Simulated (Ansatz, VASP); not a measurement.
**Two plane-wave programs on ScTa2N3**

The input INCAR:

```
SYSTEM = ScTa2N3
  PREC = Accurate
  ENCUT = 600
  EDIFF = 1E-6
  ISMEAR = 0
  SIGMA = 0.1
  LREAL = .FALSE.
  LASPH = .TRUE.
  NELM = 100
  ALGO = Normal
  ISIF = 3
  LWAVE = .FALSE.
  LCHARG = .FALSE.
  GGA = PE
  IBRION = 2
  NSW = 100
  EDIFFG = -0.01
```

KPOINTS

```
Automatic mesh
0
G
  12 12 6
  0 0 0
```

File POSCAR:

```
ScTa2N3
1.0
    3.1372266977      0.0000000000      0.0000000000
   -1.5686133488      2.7169180176      0.0000000000
    0.0000000000      0.0000000000      7.6864989956
Sc Ta N
1 2 3
Direct
    0.0000000000      0.0000000000      0.0000000000
    0.6666666667      0.3333333333      0.6626138672
    0.3333333333      0.6666666667      0.3373861328
    0.6666666667      0.3333333333      0.1742511925
    0.3333333333      0.6666666667      0.8257488075
    0.0000000000      0.0000000000      0.5000000000
```

Input for Ansatz:

```yaml
crystal:
  lattice:
    - [3.1372266977, 0.0, 0.0]
    - [-1.5686133488, 2.7169180176, 0.0]
    - [0.0, 0.0, 7.6864989956]
  atoms:
    - { symbol: Sc, position: [0.0, 0.0, 0.0] }
    - { symbol: Ta, position: [0.6666666667, 0.3333333333, 0.6626138672] }
    - { symbol: Ta, position: [0.3333333333, 0.6666666667, 0.3373861328] }
    - { symbol: "N", position: [0.6666666667, 0.3333333333, 0.1742511925] }
    - { symbol: "N", position: [0.3333333333, 0.6666666667, 0.8257488075] }
    - { symbol: "N", position: [0.0, 0.0, 0.5] }
basis:
  ecutwfc: 420
kpoints:
  mp_grid: { grid: [12, 12, 6] }
hamiltonian:
  xc: pbe
scf:
  occupations: { method: gaussian, width: 0.1 }
output:
  forces: true
  stress: true
  eigenvalues: true
  write_density: true
  write_potential: true
  elf: true
  volumetric_format: npy
relax:
  adjacent_minimum: "off"
  f_tol: 0.01
  max_steps: 80
  cell: { stress_tol: 0.05 }
```

Change from the starting cell: species swapped into the Li3SmSb2 type (P-3m1, No. 164).

Alike in both runs: task relaxation of cell and atoms; functional PBE; k mesh 12 × 12 × 6; occupations gaussian, width 0.1 eV; no spin polarisation.

|  | VASP | Ansatz |
| --- | --- | --- |
| version | VASP 6.6.1 | Ansatz 0.2.0 |
| potentials or method | VASP PAW PBE potentials, release 64 (Sc_sv, Ta_pv, N), cutoff 600 eV | scalar-relativistic, plane waves, PAW |
| valence electrons in the cell | 48 | 52 |

```csv
,VASP,Ansatz,Ansatz less VASP
"gap on the k mesh at the Fermi level, each at its own relaxed structure (eV)",none,none,-
relaxed volume (Å³/atom),10.93,10.90,-0.028
relaxed cell length with the largest relative difference (Å),7.722,7.714,-0.0077
```

A gap of «none» marks a metal or a gap that the smearing closes. VASP's potentials hold 48 valence electrons a cell and Ansatz's 52, so a difference there can come from the potentials and not from the codes.

Spin-orbit coupling is off throughout.
